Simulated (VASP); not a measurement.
Wanted: the native input for a VASP 6.6.1 run.

| Property | Result |
| --- | --- |
| Task | single point |
| Functional | r2SCAN |
| Potentials or basis | VASP PAW PBE potentials, release 64 (Hf_pv, B) |
| Cutoff | 520 eV |
| k mesh | 8 × 8 × 8 |
| Occupations | gaussian, width 0.05 eV |
| Spin | no spin polarisation |
| Dipole correction | no |
| Further INCAR settings | ALGO = Normal; EDIFF = 1e-06; NBANDS = 15 |

Crystal: HfB2.

```
Hf B
1.0
     3.13725    0.00000    0.00000
    -1.56863    2.71694    0.00000
     0.00000    0.00000    3.46968
Hf B
1 2
Direct
  0.00000 0.00000 0.00000
  0.33333 0.66667 0.50000
  0.66667 0.33333 0.50000
```

These files were run (other wordings do the same):

POSCAR

```
HfB2
1.0
    3.1372543761      0.0000000000      0.0000000000
   -1.5686271880      2.7169419878      0.0000000000
    0.0000000000      0.0000000000      3.4696778365
Hf B
1 2
Direct
    0.0000000000      0.0000000000      0.0000000000
    0.3333333333      0.6666666667      0.5000000000
    0.6666666667      0.3333333333      0.5000000000
```

INCAR.step1

```
  PREC = Accurate
  ENCUT = 520
  ISMEAR = 0
  SIGMA = 0.05
  LREAL = F
  LASPH = T
  NELM = 60
  NBANDS = 15
  GGA = PE
  ALGO = Normal
  EDIFF = 1E-4
  LWAVE = T
  LCHARG = F
```

INCAR.step2

```
  PREC = Accurate
  ENCUT = 520
  EDIFF = 1E-6
  ISMEAR = 0
  SIGMA = 0.05
  LREAL = F
  LASPH = T
  NELM = 60
  ALGO = Normal
  ISIF = 2
  LWAVE = F
  LCHARG = T
  METAGGA = R2SCAN
  LMIXTAU = T
  LELF = T
  LVHAR = T
  NBANDS = 15
  ISTART = 1
```

KPOINTS

```
Automatic mesh
0
Gamma
  8 8 8
```

Potentials or basis: VASP PAW PBE potentials, release 64 (Hf_pv, B).

Command:

```console
$ cat potpaw_PBE.64/Hf_pv/POTCAR potpaw_PBE.64/B/POTCAR > POTCAR
$ cp INCAR.step1 INCAR
$ mpirun -np 1 vasp_std > vasp.out
$ cp INCAR.step2 INCAR
$ mpirun -np 1 vasp_std > vasp.out
```

Results of the run:

```
Pressure               : -0.1 GPa
Band gap on the k mesh : zero (band 8 reaches 8.35 eV, above the bottom of band 9 at 7.79 eV)
```

Caveat: the PAW data sets were made with another functional, which shifts forces and pressure a little; spin-orbit coupling is left out, which moves the levels of the heavy elements.

It took 50 s on 1 thread of Intel(R) Xeon(R) Platinum 8488C (Sapphire Rapids), on a shared host, peak memory 0.16 GiB.
